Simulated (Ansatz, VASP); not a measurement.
## One calculation of K, two programs

```
K
1.0
    -2.71359    2.71359    2.56648
     2.71359   -2.71359    2.56648
     2.71359    2.71359   -2.56648
K
1
Direct
  0.00000 0.00000 0.00000
```

Alike in both runs: task relaxation of cell and atoms; functional r2SCAN; k mesh 12 × 12 × 12; occupations gaussian, width 0.1 eV; no spin polarisation.

```csv
,VASP,Ansatz
version,VASP 6.6.1,Ansatz 0.2.0
potentials or method,"VASP PAW PBE potentials, release 64 (K_sv), cutoff 600 eV","scalar-relativistic, plane waves, PAW"
valence electrons in the cell,9,9
```

|  | VASP | Ansatz | Ansatz less VASP |
| --- | --- | --- | --- |
| gap on the k mesh at the Fermi level, each at its own relaxed structure (eV) | none | none | - |
| relaxed volume (Å³/atom) | 76.45 | 75.59 | -0.853 |
| relaxed length of the cell vector where the two differ most in proportion (Å) | 4.634 | 4.617 | -0.0171 |

VASP's potentials were made for PBE, not for r2SCAN. A gap of «none» marks a metal or a gap that the smearing closes.
